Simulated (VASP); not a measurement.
The system is Hg2P.

```
CELL_PARAMETERS angstrom
0.00000 3.28878 3.28878
3.28878 0.00000 3.28878
3.28878 3.28878 0.00000
ATOMIC_POSITIONS crystal
Hg 0.25000 0.25000 0.25000
Hg 0.75000 0.75000 0.75000
P 0.00000 0.00000 0.00000
```

| Quantity | Value |
| --- | --- |
| Program | VASP 6.6.1 |
| Task | relaxation of cell and atoms |
| Functional | PBE |
| Potentials or basis | VASP PAW PBE potentials, release 64 (Hg, P) |
| Cutoff | 600 eV |
| k mesh | 12 × 12 × 12 |
| Occupations | gaussian, width 0.1 eV |
| Spin | no spin polarisation |

At the start: pressure 1.4 GPa; volume 23.71 Å³/atom.

Question: Where does the relaxation end?

Answer: Over 3 steps the energy falls by 2.6 meV/atom and the volume is 24.33 Å³/atom (+2.6 %); space group Fm-3m (No. 225, to 0.05 Å).

Step by step:
| step | energy change (eV) | largest force (eV/Å) | pressure (GPa) | volume (Å³) |
| --- | --- | --- | --- | --- |
| 1 | 0.0000 | 0.0000 | 1.37 | 71.14 |
| 2 | -0.0076 | 0.0000 | -0.17 | 73.26 |
| 3 | -0.0077 | 0.0000 | 0.00 | 73.00 |

Final structure:
```
CELL_PARAMETERS angstrom
0.00000 3.31709 3.31709
3.31709 0.00000 3.31709
3.31709 3.31709 0.00000
ATOMIC_POSITIONS crystal
Hg 0.25000 0.25000 0.25000
Hg 0.75000 0.75000 0.75000
P 0.00000 0.00000 0.00000
```
